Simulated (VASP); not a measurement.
Here is a VASP 6.6.1 calculation.

Contents of INCAR:

```
SYSTEM = Na
ALGO = Normal ; EDIFF = 1E-6
ENCUT = 520 ; GGA = PE
ISIF = 2 ; ISMEAR = -1
LASPH = .True. ; LCHARG = .False.
LREAL = .False. ; LWAVE = .False.
NBANDS = 10 ; NELM = 60
PREC = Accurate ; SIGMA = 0.1
```

The input KPOINTS:

```
k-points
0
Gamma
  14 14 14
  0 0 0
```

POSCAR

```
Na
1.0
    0.0000000000      1.9481332123      1.9481332123
    1.9481332123      0.0000000000      1.9481332123
    1.9481332123      1.9481332123      0.0000000000
Na
1
Direct
    0.0000000000      0.0000000000      0.0000000000
```

Potentials or basis: VASP PAW PBE potentials, release 64 (Na_pv).

The run is started by

```sh
$ cat potpaw_PBE.64/Na_pv/POTCAR > POTCAR
$ mpirun -np 1 vasp_std > vasp.out
```

**Question.** Predict the band gap on the k mesh.

**Answer.** Zero (an odd number of electrons rules out a gap without spin polarisation).

**Question.** What does it give for the pressure?

**Answer.** 40.1 GPa.

Caveat: the cell stands under pressure.
